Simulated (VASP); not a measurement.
Here is a VASP 6.6.1 calculation.

File INCAR:

```
SYSTEM = KCl
  PREC = Accurate
  ENCUT = 520
  EDIFF = 1E-6
  ISMEAR = 0
  SIGMA = 0.05
  LREAL = .FALSE.
  LASPH = .TRUE.
  NELM = 100
  ALGO = Normal
  ISIF = 2
  LWAVE = .FALSE.
  LCHARG = .FALSE.
  GGA = CA
  NBANDS = 15
```

KPOINTS

```
regular mesh
0
G
  8 8 8
  0 0 0
```

The input POSCAR:

```
KCl
1.0
    0.0000000000      2.9700038108      3.5640045729
    2.9700038108      0.0000000000      3.5640045729
    2.9700038108      2.9700038108      0.0000000000
K Cl
1 1
Direct
    0.0000000000      0.0000000000      0.0000000000
    0.5000000000      0.5000000000      0.5000000000
```

Potentials or basis: VASP PAW LDA potentials, release 64 (K_sv, Cl).

Command:

```sh
$ cat potpaw_LDA.64/K_sv/POTCAR potpaw_LDA.64/Cl/POTCAR > POTCAR
$ mpirun -np 1 vasp_std > vasp.out
```

Question: Estimate the band gap on the k mesh.

Answer: 4.59 eV, direct.

Question: Estimate the pressure.

Answer: -0.5 GPa.

Stress tensor (GPa, compression positive):
```
 0.76  0.00  0.00
 0.00  0.76  0.00
 0.00  0.00 -3.06
```

 A k mesh can miss the band edges.
